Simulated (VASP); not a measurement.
# Si8HO16 (a cell with a defect) in VASP: a series of runs, part 2 of 3

VASP 6.6.1. Earlier steps stand in the parts before.

**3. Single point, PBE**

INCAR reads:

```
SYSTEM = Si8HO16
PREC = Accurate
ENCUT = 520
EDIFF = 1E-6
ISMEAR = -1
SIGMA = 0.02
LREAL = Auto
LASPH = .TRUE.
NELM = 80
ALGO = Normal
ISIF = 2
LWAVE = .FALSE.
LCHARG = .FALSE.
GGA = PE
NBANDS = 82
NELECT = 128.0
```

KPOINTS reads:

```
regular mesh
0
G
  2 2 2
  0 0 0
```

POSCAR reads:

```
Si8HO16
1.0
   -4.1180000000     -4.1180000000      0.0000000000
    4.1180000000     -4.1180000000      0.0000000000
    0.0000000000      0.0000000000      5.2980000000
Si O H
8 16 1
Direct
    0.5128217581      0.5006556581     -0.0175160438
   -0.0073579407      0.5108790675      0.2477538694
    0.4991986401      0.4985915493      0.4871838430
    0.0205439534      0.4976687712      0.7466402416
    0.0160271977     -0.0076007771     -0.0045866365
    0.5035696940     -0.0237251093      0.2529256323
   -0.0146430306     -0.0064108791      0.4944507361
    0.4801845556     -0.0003156872      0.7641374103
    0.2034482759      0.4838513842      0.0025481314
   -0.0375303545      0.2087299660      0.2589467724
    0.7943540554      0.5095556095     -0.0267081918
   -0.0279140359      0.7958839242      0.2445262363
    0.1806580864      0.4843977659      0.4746319366
   -0.0025497814      0.2057309373      0.7351642129
    0.7936012627      0.4948640117      0.4899962250
    0.0183220010      0.7894973288      0.7413363533
    0.6928606119     -0.0032782904      0.0024537561
    0.4882831472      0.6948640117      0.2667987920
    0.2894244779      0.0019305488      0.0087391468
    0.5336085478      0.2966245750      0.2306530766
    0.6847134531     -0.0009592035      0.5046621367
    0.4790067994      0.6937955318      0.7455643639
    0.2854541039      0.0129188927      0.5028690072
    0.4769305488      0.2979601748      0.7605511514
    0.7695726081      0.2516270034      0.2394110985
```

Potentials or basis: VASP PAW PBE potentials, release 64 (Si, O, H).

The run is started by

```console
$ cat potpaw_PBE.64/Si/POTCAR potpaw_PBE.64/O/POTCAR potpaw_PBE.64/H/POTCAR > POTCAR
$ mpirun -np 1 vasp_std > vasp.out
```

OUTCAR:

```text
SYSTEM = Si8HO16
   PREC = Accurate
   ENCUT = 520
   EDIFF = 1E-6
   ISMEAR = -1
   LREAL = Auto
   LASPH = .TRUE.
   NELM = 80
   ISIF = 2
   GGA = PE
   NELECT = 128.0

 ion  position               nearest neighbor table
   1  0.513  0.501  0.982-  11 1.64  24 1.68  22 1.70  20 1.78   9 1.81  18 1.89   3 2.63   3 2.68
                             6 3.12   4 3.13   2 3.13   8 3.13   8 3.14
   2  0.993  0.511  0.248-  13 1.63  12 1.66  15 1.73  10 1.77   9 1.79  11 1.86  25 1.99   4 2.65
                             4 2.66   7 3.10   5 3.11   1 3.13   3 3.14
   3  0.499  0.499  0.487-  18 1.64  15 1.71  22 1.78  20 1.81  13 1.86  24 1.87   1 2.63   1 2.68
                             6 3.05   4 3.11   2 3.14
   4  0.021  0.498  0.747-  16 1.70  14 1.71  13 1.72   9 1.73  11 1.78  15 1.90   2 2.65   2 2.66
[... 888 lines left out ...]
  external PRESSURE =     157.8934817 kB  Pullay stress =       0.0000000 kB

 VOLUME and BASIS-vectors are now :
 -----------------------------------------------------------------------------
  energy-cutoff  :      520.00
  volume of cell :      179.69
      direct lattice vectors                 reciprocal lattice vectors
    -4.118000000 -4.118000000  0.000000000    -0.121418164 -0.121418164  0.000000000
     4.118000000 -4.118000000  0.000000000     0.121418164 -0.121418164  0.000000000
     0.000000000  0.000000000  5.298000000     0.000000000  0.000000000  0.188750472

 POSITION                                       TOTAL-FORCE (eV/Angst)
 -----------------------------------------------------------------------------------
     -0.05010     -4.17350      5.20520         1.446665      1.891390      1.154516
     -1.98390     -6.19150      1.31260         0.028491     -0.050229     -1.830228
     -0.00250     -4.10890      2.58110        -0.717258      1.746400      2.433313
      1.96480     -2.13400      3.95570         0.833873      1.894447     -0.614158
      4.02070     -4.15270      5.27370         3.476051      3.281955     -1.966649
      1.94660     -6.09400      1.34000         2.583409     -0.618107      1.196631
[... 17 lines left out ...]
     -0.73700     -3.19100      4.02940        -0.502565     -0.991748     -2.593078
     -2.13290     -4.20530      1.26840        -0.340148      0.687089      0.117582
 -----------------------------------------------------------------------------------
    total drift:                                0.016978      0.007107     -0.000735

  FREE ENERGIE OF THE ION-ELECTRON SYSTEM (eV)
  ---------------------------------------------------
  free  energy   TOTEN  =      -193.8014331968 eV

  energy  without entropy=     -193.8014331968  energy(sigma->0) =     -193.80143320
```

Run time: 7.3 min. Hardware: 1 thread of AMD EPYC 7R13, shared host; peak memory 0.29 GiB.

What came out:

- Free energy: -193.8014 eV
- Largest force: 5.169 eV/Å

Forces on the atoms (eV/Å):
```
Si   1.447  1.891  1.155
Si   0.028 -0.050 -1.830
Si  -0.717  1.746  2.433
Si   0.834  1.894 -0.614
Si   3.476  3.282 -1.967
Si   2.583 -0.618  1.197
Si  -0.361 -0.372  2.358
Si  -0.720 -1.184 -2.583
O    1.729  0.610  0.911
O   -0.878  1.896 -2.566
O   -2.237 -2.123  1.591
O    1.076 -3.142 -0.133
O   -2.183 -2.895  1.735
O   -1.962  2.656  2.038
O    0.430 -0.932  1.159
O    2.402 -1.042  0.448
O   -0.528  0.913 -1.108
O   -0.459  0.358 -3.261
O   -2.080 -1.724  1.366
O    0.377  0.255  1.431
O   -0.449  0.125  0.848
O    0.419 -0.621 -0.306
O   -1.385 -0.620 -1.826
O   -0.503 -0.992 -2.593
H   -0.340  0.687  0.118
```

Levels at points of the mesh, in eV from the Fermi level:
```csv
k point,band 60,band 61,band 62,band 63,band 64,band 65,band 66,band 67,band 68,band 69
"(0.00, 0.00, 0.00)",-1.90,-1.74,-1.26,-1.20,-0.48,5.24,6.06,6.46,6.68,7.04
"(0.50, 0.00, 0.00)",-2.10,-1.80,-1.67,-1.31,-1.10,6.52,6.58,7.01,7.18,7.28
"(0.00, 0.50, 0.00)",-2.21,-1.90,-1.57,-1.28,-1.13,5.96,6.51,6.89,7.17,7.31
"(0.50, 0.50, 0.00)",-1.98,-1.42,-1.34,-1.27,-1.14,6.89,7.14,7.32,7.53,7.80
"(0.00, 0.00, 0.50)",-1.78,-1.69,-1.65,-1.46,-1.02,6.38,6.91,7.28,7.46,7.75
"(0.50, 0.00, 0.50)",-1.76,-1.66,-1.43,-1.19,-1.00,7.19,7.30,7.46,7.57,8.12
"(0.00, 0.50, 0.50)",-1.82,-1.65,-1.44,-1.16,-1.00,6.38,7.27,7.33,7.65,8.00
"(0.50, 0.50, 0.50)",-1.82,-1.70,-1.60,-1.41,-1.32,7.39,7.98,8.19,8.28,8.49
```

Caveat: the k points lie up to 0.59 Å⁻¹ apart; the cell carries a net charge on a neutralising background, which shifts energy and pressure; the cell is charged against a uniform background, so pressure and absolute levels hang on convention.

**4. Single point, PBE**

INCAR reads:

```
SYSTEM = Si8HO16
  ALGO = Normal
  EDIFF = 1E-6
  ENCUT = 520
  GGA = PE
  ISIF = 2
  ISMEAR = -1
  LASPH = .TRUE.
  LCHARG = .FALSE.
  LREAL = Auto
  LWAVE = .FALSE.
  NBANDS = 82
  NELECT = 128.0
  NELM = 100
  PREC = Accurate
  SIGMA = 0.02
```

KPOINTS reads:

```
k-points
0
G
  2 2 2
  0 0 0
```

POSCAR reads:

```
Si8HO16
1.0
   -4.1180000000     -4.1180000000      0.0000000000
    4.1180000000     -4.1180000000      0.0000000000
    0.0000000000      0.0000000000      5.2980000000
Si O H
8 16 1
Direct
    0.4809737737      0.4885988344     -0.0080407701
   -0.0030475959      0.5102841185      0.2420347301
    0.4999028655      0.4986886838      0.5031332578
   -0.0110004857      0.4845798932      0.7472442431
   -0.0099684313     -0.0026104905     -0.0071158928
    0.4822243808     -0.0123360855      0.2582861457
   -0.0029626032     -0.0085235551      0.5043035108
    0.4910757649     -0.0237858184      0.7503397508
    0.1911000486      0.4937226809      0.0078897697
   -0.0395216124      0.1918285576      0.2465458664
    0.8147158815      0.5101262749      0.0005851265
   -0.0077707625      0.8122875182      0.2337674594
    0.2053545410      0.4952282661      0.4885239713
    0.0076493443      0.1806459446      0.7587013968
    0.8020519670      0.4999392909      0.4914118535
    0.0140723652      0.8087299660      0.7409777274
    0.6945118990     -0.0516270034     -0.0068516421
    0.5067872754      0.6884288490      0.2538693847
    0.3115468674     -0.0146794560      0.0082483956
    0.5430305974      0.2973773677      0.2406002265
    0.6796624575     -0.0108912093      0.4953378633
    0.4926420593      0.6854541039      0.7262551906
    0.2833899951      0.0167071394      0.4684597961
    0.4983729966      0.2875667800      0.7289165723
    0.7490529383      0.2522826615      0.2424877312
```

Potentials or basis: VASP PAW PBE potentials, release 64 (Si, O, H).

The run is started by

```console
$ cat potpaw_PBE.64/Si/POTCAR potpaw_PBE.64/O/POTCAR potpaw_PBE.64/H/POTCAR > POTCAR
$ mpirun -np 1 vasp_std > vasp.out
```

OUTCAR:

```text
SYSTEM = Si8HO16
   EDIFF = 1E-6
   ENCUT = 520
   GGA = PE
   ISIF = 2
   ISMEAR = -1
   LASPH = .TRUE.
   LREAL = Auto
   NELECT = 128.0
   NELM = 100
   PREC = Accurate

 ion  position               nearest neighbor table
   1  0.481  0.489  0.992-   9 1.69  20 1.76  22 1.82  18 1.82  24 1.82  11 1.95   3 2.59   3 2.71
                             8 3.12   2 3.12   4 3.14
   2  0.997  0.510  0.242-  11 1.66   9 1.68  15 1.74  12 1.76  13 1.78  10 1.87   4 2.63   4 2.68
                             1 3.12   7 3.13   5 3.13
   3  0.500  0.499  0.503-  22 1.61  24 1.72  13 1.72  18 1.72  15 1.76  20 1.84   1 2.59   1 2.71
                             8 3.07   4 3.13   6 3.13
   4  0.989  0.485  0.747-  11 1.69  15 1.74  14 1.77   9 1.82  13 1.86  16 1.89   2 2.63   2 2.68
                             5 3.12   3 3.13   1 3.14   7 3.15
   5  0.990  0.997  0.993-  14 1.64  12 1.67  16 1.73  17 1.74  10 1.77  19 1.88   7 2.59   7 2.71
                             4 3.12   2 3.13
   6  0.482  0.988  0.258-  23 1.62  19 1.66  21 1.70  18 1.75  20 1.84  17 1.89   8 2.61   8 2.69
                             7 3.11   3 3.13
   7  0.997  0.991  0.504-  16 1.65  23 1.68  14 1.74  12 1.77  10 1.81  21 1.85   5 2.59   5 2.71
                             6 3.11   2 3.13   4 3.15
   8  0.491  0.976  0.750-  22 1.70  19 1.72  21 1.74  17 1.76  24 1.82  23 1.94   6 2.61   6 2.69
                             3 3.07   1 3.12
   9  0.191  0.494  0.008-   2 1.68   1 1.69   4 1.82
  10  0.960  0.192  0.247-  25 1.28   5 1.77   7 1.81   2 1.87
  11  0.815  0.510  0.001-   2 1.66   4 1.69   1 1.95
  12  0.992  0.812  0.234-   5 1.67   2 1.76   7 1.77
  13  0.205  0.495  0.489-   3 1.72   2 1.78   4 1.86
  14  0.008  0.181  0.759-   5 1.64   7 1.74   4 1.77
  15  0.802  0.500  0.491-   4 1.74   2 1.74   3 1.76
  16  0.014  0.809  0.741-   7 1.65   5 1.73   4 1.89
  17  0.695  0.948  0.993-   5 1.74   8 1.76   6 1.89
  18  0.507  0.688  0.254-   3 1.72   6 1.75   1 1.82
  19  0.312  0.985  0.008-   6 1.66   8 1.72   5 1.88
  20  0.543  0.297  0.241-  25 1.23   1 1.76   3 1.84   6 1.84
  21  0.680  0.989  0.495-   6 1.70   8 1.74   7 1.85
  22  0.493  0.685  0.726-   3 1.61   8 1.70   1 1.82
  23  0.283  0.017  0.468-   6 1.62   7 1.68   8 1.94
  24  0.498  0.288  0.729-   3 1.72   8 1.82   1 1.82
  25  0.749  0.252  0.242-  20 1.23  10 1.28

  LATTYP: Found a simple tetragonal cell.
 ALAT       =     5.8237314499
 C/A-ratio  =     0.9097260143
[... 192 lines left out ...]
   LRPA    =     F    only Hartree local field effects (RPA)
 non-spin polarized calculation
  energy-cutoff  :      520.00
  volume of cell :      179.69
 maximum number of plane-waves:      4862
 NGX is ok and might be reduce to    48
   NGX = 21   NGY = 21   NGZ = 19

 number of electron     128.0000008 magnetization

 Free energy of the ion-electron system (eV)
  ---------------------------------------------------
  ext. energy  EPLUGINS =         0.00000000
  ---------------------------------------------------
  free energy    TOTEN  =      -193.87765735 eV

  energy without entropy =     -193.87765735  energy(sigma->0) =     -193.87765735

 E-fermi :   9.2340     XC(G=0): -12.4677

 val. band max:        8.7784774504   @ k =   0.0000   0.0000   0.0000
 cond. band min:      14.6113031905   @ k =   0.0000   0.0000   0.0000
 fundamental gap:      5.8328257401
 Fermi energy:         9.2339718093

 k-point     1 :       0.0000    0.0000    0.0000
  band No.  band energies     occupation
      1     -14.3423      2.00000
      2     -12.5512      2.00000
      3     -12.2849      2.00000
      4     -12.1104      2.00000
      5     -11.4066      2.00000
      6     -11.3838      2.00000
[... 621 lines left out ...]
     75      19.1926      0.00000
     76      19.4617      0.00000
 [bands above 76 left out]

------------------------ aborting loop because EDIFF is reached ----------------------------------------

  FORCE on cell =-STRESS in cart. coord.  units (eV):
  Direction    XX          YY          ZZ          XY          YZ          ZX
  --------------------------------------------------------------------------------------
  -------------------------------------------------------------------------------------
  Total       14.4381169     25.1668196     24.8412674     -3.8804668      1.0598643      0.4197353
  in kB      128.7379241    224.4007399    221.4979434    -34.6003046      9.4503137      3.7425828
  external PRESSURE =     191.5455358 kB  Pullay stress =       0.0000000 kB

 VOLUME and BASIS-vectors are now :
 -----------------------------------------------------------------------------
  energy-cutoff  :      520.00
  volume of cell :      179.69
      direct lattice vectors                 reciprocal lattice vectors
    -4.118000000 -4.118000000  0.000000000    -0.121418164 -0.121418164  0.000000000
     4.118000000 -4.118000000  0.000000000     0.121418164 -0.121418164  0.000000000
     0.000000000  0.000000000  5.298000000     0.000000000  0.000000000  0.188750472

 POSITION                                       TOTAL-FORCE (eV/Angst)
 -----------------------------------------------------------------------------------
      0.03140     -3.99270      5.25540        -0.539990     -2.399415     -0.253282
     -2.00410     -6.20680      1.28230         0.105028     -1.963624      2.112727
     -0.00500     -4.11220      2.66560        -0.830774      0.766178     -2.680080
     -2.07720     -6.06820      3.95890        -0.237822     -2.151120     -0.930644
      0.03030     -8.18420      5.26030        -1.540245      1.641383      0.656317
      2.08140     -6.05300      1.36840        -3.211835     -0.630779     -2.348589
[... 17 lines left out ...]
     -0.86810     -3.23650      3.86180         0.605029     -0.718767      2.796537
     -2.04570     -4.12350      1.28470        -0.133776      0.491857     -0.089464
 -----------------------------------------------------------------------------------
    total drift:                                0.005406      0.004746     -0.006100

  FREE ENERGIE OF THE ION-ELECTRON SYSTEM (eV)
  ---------------------------------------------------
  free  energy   TOTEN  =      -193.8776573473 eV

  energy  without entropy=     -193.8776573473  energy(sigma->0) =     -193.87765735
```

OSZICAR:

```text
N       E                     dE             d eps       ncg     rms          rms(c)
DAV:   1     0.692138527967E+03    0.69214E+03   -0.72484E+04  1312   0.154E+03
DAV:   2    -0.173120597768E+03   -0.86526E+03   -0.84303E+03  1560   0.344E+02
DAV:   3    -0.212180760793E+03   -0.39060E+02   -0.38842E+02  1600   0.750E+01
DAV:   4    -0.212609982426E+03   -0.42922E+00   -0.42792E+00  1576   0.868E+00
DAV:   5    -0.212616068703E+03   -0.60863E-02   -0.60800E-02  1552   0.939E-01    0.371E+01
DAV:   6    -0.193764835918E+03    0.18851E+02   -0.67702E+01  1504   0.302E+01    0.171E+01
DAV:   7    -0.193819681143E+03   -0.54845E-01   -0.35581E+00  1560   0.685E+00    0.627E+00
DAV:   8    -0.193853900615E+03   -0.34219E-01   -0.19582E-01  1552   0.200E+00    0.253E+00
DAV:   9    -0.193875861150E+03   -0.21961E-01   -0.53703E-02  1576   0.120E+00    0.447E-01
DAV:  10    -0.193877468720E+03   -0.16076E-02   -0.11032E-02  1576   0.515E-01    0.294E-01
DAV:  11    -0.193877529011E+03   -0.60291E-04   -0.12766E-03  1592   0.201E-01    0.165E-01
DAV:  12    -0.193877647844E+03   -0.11883E-03   -0.42859E-04  1552   0.953E-02    0.214E-02
DAV:  13    -0.193877656643E+03   -0.87992E-05   -0.29306E-05  1552   0.273E-02    0.123E-02
DAV:  14    -0.193877657347E+03   -0.70396E-06   -0.76089E-06  1520   0.127E-02
   1 F= -.19387766E+03 E0= -.19387766E+03  d E =-.152810E-10
```

Wall time 7.8 min (1 thread of AMD EPYC 7R13, shared host); peak memory 0.29 GiB.

What came out:

* Free energy: -193.8777 eV
* Largest force: 4.029 eV/Å

Forces on the atoms (eV/Å):
```
Si  -0.540 -2.399 -0.253
Si   0.105 -1.964  2.113
Si  -0.831  0.766 -2.680
Si  -0.238 -2.151 -0.931
Si  -1.540  1.641  0.656
Si  -3.212 -0.631 -2.349
Si   0.813  1.318 -1.970
Si   0.456 -2.022 -0.038
O   -1.521 -0.492 -1.443
O    1.612 -0.943 -0.018
O    1.604  2.737 -2.128
O   -1.896  0.784  2.543
O    1.427  2.621 -0.004
O    3.076 -1.807 -1.720
O   -1.031 -0.966  1.436
O   -2.146  2.337  0.413
O    2.574 -1.438 -0.540
O   -0.104  1.787 -1.001
O    2.510  0.900 -1.690
O   -0.552  1.210 -0.536
O   -1.000 -0.921  1.001
O    0.700  0.159  3.518
O   -0.737 -0.301  2.914
O    0.605 -0.719  2.797
H   -0.134  0.492 -0.089
```

Levels at points of the mesh, in eV from the Fermi level:
| k point | band 60 | band 61 | band 62 | band 63 | band 64 | band 65 | band 66 | band 67 | band 68 | band 69 |
| --- | --- | --- | --- | --- | --- | --- | --- | --- | --- | --- |
| (0.00, 0.00, 0.00) | -2.04 | -1.77 | -1.22 | -1.11 | -0.46 | 5.38 | 5.88 | 6.48 | 6.89 | 7.39 |
| (0.50, 0.00, 0.00) | -1.96 | -1.89 | -1.57 | -1.26 | -1.09 | 6.19 | 6.29 | 6.72 | 7.30 | 7.41 |
| (0.00, 0.50, 0.00) | -2.12 | -1.94 | -1.60 | -1.37 | -0.89 | 5.96 | 6.68 | 6.74 | 7.12 | 7.57 |
| (0.50, 0.50, 0.00) | -1.94 | -1.78 | -1.56 | -1.21 | -1.07 | 6.73 | 7.00 | 7.18 | 7.50 | 7.88 |
| (0.00, 0.00, 0.50) | -1.92 | -1.62 | -1.51 | -1.18 | -0.96 | 6.65 | 7.19 | 7.34 | 7.80 | 8.04 |
| (0.50, 0.00, 0.50) | -1.72 | -1.52 | -1.33 | -1.21 | -1.08 | 7.00 | 7.16 | 7.88 | 8.07 | 8.28 |
| (0.00, 0.50, 0.50) | -1.94 | -1.59 | -1.35 | -1.18 | -0.81 | 6.74 | 7.65 | 7.80 | 7.86 | 8.46 |
| (0.50, 0.50, 0.50) | -1.83 | -1.74 | -1.60 | -1.52 | -1.25 | 7.58 | 8.06 | 8.07 | 8.33 | 8.75 |

Caveat: the k points lie up to 0.59 Å⁻¹ apart; the cell carries a net charge on a neutralising background, which shifts energy and pressure; the cell is charged against a uniform background, so pressure and absolute levels hang on convention.

[end of part 2 of 3]
